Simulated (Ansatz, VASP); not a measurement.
GaSb in VASP and in Ansatz

```
Ga Sb
1.0
     0.00000    3.07430    3.05900
     3.05900    0.00000    3.05900
     3.05900    3.07430    0.00000
Ga Sb
1 1
Direct
  0.00000 0.00000 0.00000
  0.75000 0.75000 0.75000
```

Change from the starting cell: strain +0.0050 x Voigt [0, 1, 0, 0, 0, 0], atoms carried along.

Alike in both runs: task single point; functional r2SCAN; k mesh 6 × 6 × 6; occupations gaussian, width 0.05 eV; no spin polarisation.

|  | VASP | Ansatz |
| --- | --- | --- |
| version | VASP 6.6.1 | Ansatz 0.2.0 |
| potentials or method | VASP PAW PBE potentials, release 64 (Ga_d, Sb), cutoff 520 eV | scalar-relativistic, plane waves, PAW |
| valence electrons in the cell | 18 | 28 |

Ansatz gave:

```
gap on the k mesh at the Fermi level (eV)                     : 0.42
least direct gap on the mesh (eV)                             : 0.42
pressure (GPa)                                                : 0.1
traceless stress, the component that is largest in VASP (GPa) : -0.17
```

Question: Which values does VASP return?

Answer: gap on the k mesh at the Fermi level (eV): 0.40; least direct gap on the mesh (eV): 0.40; pressure (GPa): 0.2; traceless stress, the component that is largest in VASP (GPa): -0.16.

VASP's potentials were made for PBE, not for r2SCAN. VASP's potentials hold 18 valence electrons a cell and Ansatz's 28, so a difference there can come from the potentials and not from the codes.

Spin-orbit coupling is off throughout.
